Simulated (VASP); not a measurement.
A run of VASP 6.6.1 is set up as follows.

INCAR

```
PREC = Accurate ; ENCUT = 520
EDIFF = 1E-7 ; ISMEAR = -1
SIGMA = 0.05 ; LREAL = F
LASPH = T ; NELM = 150
ALGO = Normal ; ISIF = 2
LWAVE = F ; LCHARG = F
MAGMOM = 0 0 0 0 0 0 ; LORBIT = 11
LSORBIT = T ; GGA_COMPAT = F
LORBMOM = T ; GGA = PE
NBANDS = 28
```

KPOINTS

```
regular mesh
0
Gamma
  9 9 9
```

The input POSCAR:

```
SrO
1.0
    0.0000000000      2.5490759911      2.5490759911
    2.5490759911      0.0000000000      2.5490759911
    2.5490759911      2.5490759911      0.0000000000
Sr O
1 1
Direct
    0.5000000000      0.5000000000      0.5000000000
    0.0000000000      0.0000000000      0.0000000000
```

Potentials or basis: VASP PAW PBE potentials, release 64 (Sr_sv, O).

Run with:

```console
$ cat potpaw_PBE.64/Sr_sv/POTCAR potpaw_PBE.64/O/POTCAR > POTCAR
$ mpirun -np 1 vasp_ncl > vasp.out
```

Predict the net moment.

0.00 μB per cell.

What does it give for the pressure?

6.1 GPa.

Moments on the atoms (μB; x, y, z):
```
Sr  0.00 0.00 0.00
O   0.00 0.00 0.00
```
